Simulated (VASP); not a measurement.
# CuSiO3 (Pmma) in VASP: single point with LDA

Aim: the single point of CuSiO3 with LDA.

Everything below comes from runs of VASP 6.6.1. Logs are shortened: lines on timing, memory, paths and dates and some standing lists are left out, and cuts for length are marked.

## Step 1: The cell of the first run

Symmetry: Pmma, No. 51, orthorhombic system. The conventional cell has a = 8.750 Å, b = 2.794 Å, c = 4.804 Å, α = 90.00°, β = 90.00°, γ = 90.00°. Si (site symmetry mm2) has 4 O at 1.63 to 1.65 Å within 2.2 Å. Cu (site symmetry 2/m) has 4 O at 1.88 Å within 2.5 Å. O (site symmetry m) has 1 Si at 1.63 Å and 2 Cu at 1.88 Å within 2.2 Å. Within 2.2 Å of O (site symmetry mm2) lie 2 Si at 1.65 Å.

## Step 2: Single point, LDA

The input, INCAR:

```
PREC = Accurate
ENCUT = 520
EDIFF = 1E-6
ISMEAR = -1
SIGMA = 0.1
LREAL = F
LASPH = T
NELM = 60
ALGO = Normal
ISIF = 2
LWAVE = F
LCHARG = F
GGA = CA
NBANDS = 44
```

The input, KPOINTS:

```
regular mesh
0
Gamma
  4 10 6
```

The input, POSCAR:

```
CuSiO3
1.0
    8.7502517210      0.0000000000      0.0000000000
    0.0000000000      2.7938764665      0.0000000000
    0.0000000000      0.0000000000      4.8041008320
Si Cu O
2 2 6
Direct
    0.7500000000      0.5000000000      0.8849123427
    0.2500000000      0.5000000000      0.1150876573
    0.5000000000      0.0000000000      0.5000000000
    0.0000000000      0.0000000000      0.5000000000
    0.5959656060      0.5000000000      0.6953393747
    0.4040343940      0.5000000000      0.3046606253
    0.9040343940      0.5000000000      0.6953393747
    0.0959656060      0.5000000000      0.3046606253
    0.2500000000      0.0000000000      0.9337763072
    0.7500000000      0.0000000000      0.0662236928
```

Potentials or basis: VASP PAW LDA potentials, release 64 (Si, Cu, O).

Launch:

```bash
cat potpaw_LDA.64/Si/POTCAR potpaw_LDA.64/Cu/POTCAR potpaw_LDA.64/O/POTCAR > POTCAR
mpirun -np 1 vasp_std > vasp.out
```

OUTCAR:

```text
PREC = Accurate
   ENCUT = 520
   EDIFF = 1E-6
   ISMEAR = -1
   LREAL = F
   LASPH = T
   NELM = 60
   ISIF = 2
   GGA = CA

 ion  position               nearest neighbor table
   1  0.750  0.500  0.885-   5 1.63   7 1.63  10 1.65  10 1.65
   2  0.250  0.500  0.115-   6 1.63   8 1.63   9 1.65   9 1.65
   3  0.500  0.000  0.500-   5 1.88   6 1.88   5 1.88   6 1.88
   4  0.000  0.000  0.500-   7 1.88   8 1.88   7 1.88   8 1.88
   5  0.596  0.500  0.695-   1 1.63   3 1.88   3 1.88
   6  0.404  0.500  0.305-   2 1.63   3 1.88   3 1.88
   7  0.904  0.500  0.695-   1 1.63   4 1.88   4 1.88
   8  0.096  0.500  0.305-   2 1.63   4 1.88   4 1.88
   9  0.250  0.000  0.934-   2 1.65   2 1.65
  10  0.750  0.000  0.066-   1 1.65   1 1.65

  LATTYP: Found a simple orthorhombic cell.
 ALAT       =     2.7938764665
 B/A-ratio  =     1.7195108265
 C/A-ratio  =     3.1319393774

  Lattice vectors:

 A1 = (   0.0000000000,   2.7938764665,   0.0000000000)
 A2 = (   0.0000000000,   0.0000000000,   4.8041008320)
 A3 = (   8.7502517210,   0.0000000000,   0.0000000000)

Analysis of symmetry for initial positions (statically):
=====================================================================
 Subroutine PRICEL returns:
 Original cell was already a primitive cell.

 Routine SETGRP: Setting up the symmetry group for a
 simple orthorhombic supercell.

 Subroutine GETGRP returns: Found  8 space group operations
 (whereof  4 operations were pure point group operations)
 out of a pool of  8 trial point group operations.

The static configuration has the point symmetry C_2h.
 The point group associated with its full space group is D_2h.

Analysis of symmetry for dynamics (positions and initial velocities):
=====================================================================
 Subroutine PRICEL returns:
 Original cell was already a primitive cell.

 Routine SETGRP: Setting up the symmetry group for a
 simple orthorhombic supercell.

 Subroutine GETGRP returns: Found  8 space group operations
 (whereof  4 operations were pure point group operations)
 out of a pool of  8 trial point group operations.

The dynamic configuration has the point symmetry C_2h.
 The point group associated with its full space group is D_2h.

 Subroutine INISYM returns: Found  8 space group operations
 (whereof  4 operations are pure point group operations),
 and found     1 'primitive' translations

----------------------------------------------------------------------------------------

                                     Primitive cell

  volume of cell :     117.4464

  direct lattice vectors                    reciprocal lattice vectors
     8.750251721  0.000000000  0.000000000     0.114282427  0.000000000  0.000000000
     0.000000000  2.793876466  0.000000000     0.000000000  0.357925632  0.000000000
     0.000000000  0.000000000  4.804100832     0.000000000  0.000000000  0.208155498

  length of vectors
     8.750251721  2.793876466  4.804100832     0.114282427  0.357925632  0.208155498

  position of ions in fractional coordinates (direct lattice)
     0.750000000  0.500000000  0.884912343
     0.250000000  0.500000000  0.115087657
     0.500000000  0.000000000  0.500000000
     0.000000000  0.000000000  0.500000000
     0.595965606  0.500000000  0.695339375
     0.404034394  0.500000000  0.304660625
     0.904034394  0.500000000  0.695339375
     0.095965606  0.500000000  0.304660625
     0.250000000  0.000000000  0.933776307
     0.750000000  0.000000000  0.066223693

  ion indices of the primitive-cell ions
   primitive index   ion index
                 1           1
                 2           2
                 3           3
                 4           4
                 5           5
                 6           6
                 7           7
                 8           8
                 9           9
                10          10

----------------------------------------------------------------------------------------

 KPOINTS: regular mesh

Automatic generation of k-mesh.
 Grid dimensions read from file:
 generate k-points for:    4   10    6

 Generating k-lattice:

  Cartesian coordinates                     Fractional coordinates (reciprocal lattice)
     0.028570607  0.000000000  0.000000000     0.250000000  0.000000000  0.000000000
     0.000000000  0.035792563  0.000000000     0.000000000  0.100000000  0.000000000
     0.000000000  0.000000000  0.034692583     0.000000000  0.000000000  0.166666667

  Length of vectors
     0.028570607  0.035792563  0.034692583

  Shift w.r.t. Gamma in fractional coordinates (k-lattice)
     0.000000000  0.000000000  0.000000000

 Subroutine IBZKPT returns following result:
 ===========================================

 Found     72 irreducible k-points:

 Following reciprocal coordinates:
            Coordinates               Weight
  0.000000  0.000000  0.000000      1.000000
  0.250000  0.000000  0.000000      2.000000
  0.500000  0.000000  0.000000      1.000000
  0.000000  0.100000  0.000000      2.000000
  0.250000  0.100000  0.000000      4.000000
  0.500000  0.100000  0.000000      2.000000
[... 16 lines left out ...]
  0.250000  0.100000  0.166667      8.000000
  0.500000  0.100000  0.166667      4.000000
 [... further k-points ...]
   k-points           NKPTS =     72   k-points in BZ     NKDIM =     72   number of bands    NBANDS=     44
   number of dos      NEDOS =    301   number of ions     NIONS =     10
   total plane-waves  NPLWV =  60480
   dimension x,y,z NGX =    70 NGY =   24 NGZ =   36
   dimension x,y,z NGXF=   140 NGYF=   48 NGZF=   72
   ions per type =               2   2   6
   NGX,Y,Z   is equivalent  to a cutoff of  13.30, 14.28, 12.46 a.u.
   NGXF,Y,Z  is equivalent  to a cutoff of  26.60, 28.56, 24.92 a.u.
 SYSTEM =  unknown system
   PREC   = accura    normal or accurate (medium, high low for compatibility)
   ISTART =      0    job   : 0-new  1-cont  2-samecut
   ICHARG =      2    charge: 1-file 2-atom 10-const
   ISPIN  =      1    spin polarized calculation?
   LNONCOLLINEAR =      F non collinear calculations
   LSORBIT =      F    spin-orbit coupling
   LASPH  =      T    aspherical Exc in radial PAW
   ENCUT  =  520.0 eV  38.22 Ry    6.18 a.u.  16.27  5.19  8.93*2*pi/ulx,y,z
   NELM   =     60;   NELMIN=  2; NELMDL= -5     # of ELM steps
   EDIFF  = 0.1E-05   stopping-criterion for ELM
   LREAL  =      F    real-space projection
   EDIFFG = 0.1E-04   stopping-criterion for IOM
   NSW    =      0    number of steps for IOM
   IBRION =     -1    ionic relax: 0-MD 1-quasi-New 2-CG
   NFREE  =      0    steps in history (QN), initial steepest desc. (CG)
   ISIF   =      2    stress and relaxation
   ISYM   =      2    0-nonsym 1-usesym 2-fastsym
   POTIM  = 0.5000    time-step for ionic-motion
   TEBEG  =    0.0;   TEEND  =   0.0 temperature during run
   PSTRESS=    0.0 pullay stress
   NELECT =      66.0000    total number of electrons
   NUPDOWN=      -1.0000    fix difference up-down
   EMIN   =  10.00;   EMAX   =-10.00  energy-range for DOS
   EFERMI =   0.00;   METHOD = LEGACY
   ISMEAR =    -1;   SIGMA  =   0.10  broadening in eV -4-tet -1-fermi 0-gaus
   EFERMI_NEDOS =   21; number of points for ismear=-14 and -15
   IALGO  =     38    algorithm
   IMIX   =      4    mixing-type and parameters
     AMIX     =   0.40;   BMIX     =  1.00
     AMIX_MAG =   1.60;   BMIX_MAG =  1.00
  volume/ion in A,a.u.               =      11.74        79.26
  Fermi-wavevector in a.u.,A,eV,Ry     =   1.350961  2.552946 24.831939  1.825096
  Thomas-Fermi vector in A             =   2.478422
   LORBIT       =      0    0 simple, 1 ext, 2 COOP (PROOUT), +10 PAW based schemes
   GGA     = CA    functional components
   LHFCALC =     F    Hartree Fock is set to
   AEXX    =    0.0000 exact exchange contribution
   IVDW    =     0    specifies the selected vdW correction
   LEPSILON=     F    determine dielectric tensor
   LRPA    =     F    only Hartree local field effects (RPA)
 non-spin polarized calculation
  energy-cutoff  :      520.00
  volume of cell :      117.45
 maximum number of plane-waves:      3192
 NGX is ok and might be reduce to    70
   NGX = 33   NGY = 11   NGZ = 17

 number of electron      66.0000037 magnetization

 Free energy of the ion-electron system (eV)
  ---------------------------------------------------
  ext. energy  EPLUGINS =         0.00000000
  ---------------------------------------------------
  free energy    TOTEN  =       -74.05966994 eV

  energy without entropy =      -73.88640530  energy(sigma->0) =      -73.97303762

 E-fermi :   3.9524     XC(G=0): -10.6553

 val. band max:        3.9428766191   @ k =   0.5000   0.2000   0.0000
 cond. band min:       3.9649487656   @ k =   0.0000   0.3000   0.0000
 fundamental gap:      0.0220721466
 Fermi energy:         3.9524098863

 k-point     1 :       0.0000    0.0000    0.0000
  band No.  band energies     occupation
      1     -17.4547      2.00000
      2     -17.2738      2.00000
      3     -15.6060      2.00000
      4     -15.4212      2.00000
      5     -15.0171      2.00000
      6     -14.9055      2.00000
[... 36 lines left out ...]
     43      14.3880      0.00000
     44      14.4460      0.00000

 k-point     2 :       0.2500    0.0000    0.0000
  band No.  band energies     occupation
      1     -17.4310      2.00000
      2     -17.3035      2.00000
      3     -15.5719      2.00000
      4     -15.4416      2.00000
      5     -15.0049      2.00000
      6     -14.9263      2.00000
[... 36 lines left out ...]
     43      14.4987      0.00000
     44      14.5119      0.00000

 k-point     3 :       0.5000    0.0000    0.0000
  band No.  band energies     occupation
      1     -17.3703      2.00000
      2     -17.3703      2.00000
      3     -15.5000      2.00000
      4     -15.5000      2.00000
      5     -14.9701      2.00000
      6     -14.9701      2.00000
[... 36 lines left out ...]
     43      14.6460      0.00000
     44      14.6498      0.00000

 k-point     4 :       0.0000    0.1000    0.0000
  band No.  band energies     occupation
      1     -17.3589      2.00000
      2     -17.1849      2.00000
      3     -15.5423      2.00000
      4     -15.3909      2.00000
      5     -15.0129      2.00000
      6     -14.8807      2.00000
[... 882 lines left out ...]
     43      13.4760      0.00000
     44      13.6946      0.00000

 k-point    23 :       0.2500    0.1000    0.1667
  band No.  band energies     occupation
      1     -17.3152      2.00000
      2     -17.2081      2.00000
      3     -15.5063      2.00000
      4     -15.4314      2.00000
      5     -15.0055      2.00000
      6     -14.9166      2.00000
[... 36 lines left out ...]
     43      13.5864      0.00000
     44      13.7704      0.00000

 k-point    24 :       0.5000    0.1000    0.1667
  band No.  band energies     occupation
      1     -17.2637      2.00000
      2     -17.2637      2.00000
      3     -15.4637      2.00000
      4     -15.4637      2.00000
      5     -14.9644      2.00000
      6     -14.9644      2.00000
[... 36 lines left out ...]
     43      13.7453      0.00000
     44      13.7453      0.00000

 [... further k-points ...]
[... 5 lines left out ...]
  --------------------------------------------------------------------------------------
  -------------------------------------------------------------------------------------
  Total       -0.4981231      3.0050646     -0.7417697      0.0000000      0.0000000     -0.0000000
  in kB       -6.7952807     40.9944003    -10.1190522      0.0000000      0.0000000     -0.0000000
  external PRESSURE =       8.0266891 kB  Pullay stress =       0.0000000 kB

 VOLUME and BASIS-vectors are now :
 -----------------------------------------------------------------------------
  energy-cutoff  :      520.00
  volume of cell :      117.45
      direct lattice vectors                 reciprocal lattice vectors
     8.750251721  0.000000000  0.000000000     0.114282427  0.000000000  0.000000000
     0.000000000  2.793876466  0.000000000     0.000000000  0.357925632  0.000000000
     0.000000000  0.000000000  4.804100832     0.000000000  0.000000000  0.208155498

 POSITION                                       TOTAL-FORCE (eV/Angst)
 -----------------------------------------------------------------------------------
      6.56269      1.39694      4.25121         0.000000     -0.000000      0.052758
      2.18756      1.39694      0.55289         0.000000     -0.000000     -0.052758
      4.37513      0.00000      2.40205         0.000000     -0.000000      0.000000
      0.00000      0.00000      2.40205         0.000000     -0.000000      0.000000
      5.21485      1.39694      3.34048        -0.022598      0.000000      0.006251
      3.53540      1.39694      1.46362         0.022598     -0.000000     -0.006251
      7.91053      1.39694      3.34048         0.022598     -0.000000      0.006251
      0.83972      1.39694      1.46362        -0.022598     -0.000000     -0.006251
      2.18756      0.00000      4.48596         0.000000      0.000000     -0.077127
      6.56269      0.00000      0.31815         0.000000     -0.000000      0.077127
 -----------------------------------------------------------------------------------
    total drift:                               -0.000000      0.000000      0.000000

  FREE ENERGIE OF THE ION-ELECTRON SYSTEM (eV)
  ---------------------------------------------------
  free  energy   TOTEN  =       -74.0596699419 eV

  energy  without entropy=      -73.8864053023  energy(sigma->0) =      -73.97303762
```

Wall time 7.2 min (1 thread of Oxide Virtual Turin-like, shared host); peak memory 0.36 GiB.

Results:

* Free energy: -74.0597 eV
* Pressure: 0.8 GPa
* Largest force: 0.077 eV/Å
* Band gap on the k mesh: zero (band 33 reaches 4.42 eV, above the bottom of band 34 at 3.82 eV)

Forces in eV/Å, atoms in the order of the input:
```
Si   0.000  0.000  0.053
Si   0.000  0.000 -0.053
Cu   0.000  0.000  0.000
Cu   0.000  0.000  0.000
O   -0.023  0.000  0.006
O    0.023  0.000 -0.006
O    0.023  0.000  0.006
O   -0.023  0.000 -0.006
O    0.000  0.000 -0.077
O    0.000  0.000  0.077
```

Levels at points of the mesh, in eV from the Fermi level:
| k point | band 31 | band 32 | band 33 | band 34 | band 35 | band 36 |
| --- | --- | --- | --- | --- | --- | --- |
| (0.00, 0.00, 0.00) | -1.46 | -0.93 | 0.34 | 0.58 | 2.63 | 4.14 |
| (0.50, 0.00, 0.00) | -1.21 | -1.21 | 0.46 | 0.46 | 3.41 | 3.41 |
| (0.00, 0.50, 0.00) | -1.42 | -0.82 | -0.16 | -0.07 | 5.30 | 6.19 |
| (0.50, 0.50, 0.00) | -1.08 | -1.08 | -0.12 | -0.12 | 5.70 | 5.70 |
| (0.00, 0.00, 0.50) | -1.40 | -0.77 | 0.33 | 0.56 | 4.51 | 4.94 |
| (0.50, 0.00, 0.50) | -1.04 | -1.04 | 0.45 | 0.45 | 4.78 | 4.78 |
| (0.00, 0.50, 0.50) | -1.49 | -1.04 | -0.14 | -0.04 | 5.62 | 5.86 |
| (0.50, 0.50, 0.50) | -1.20 | -1.20 | -0.11 | -0.11 | 6.23 | 6.23 |

Caveat: semilocal functionals often make such compounds metallic where correlation or magnetic order opens a gap, which also shifts bond lengths.
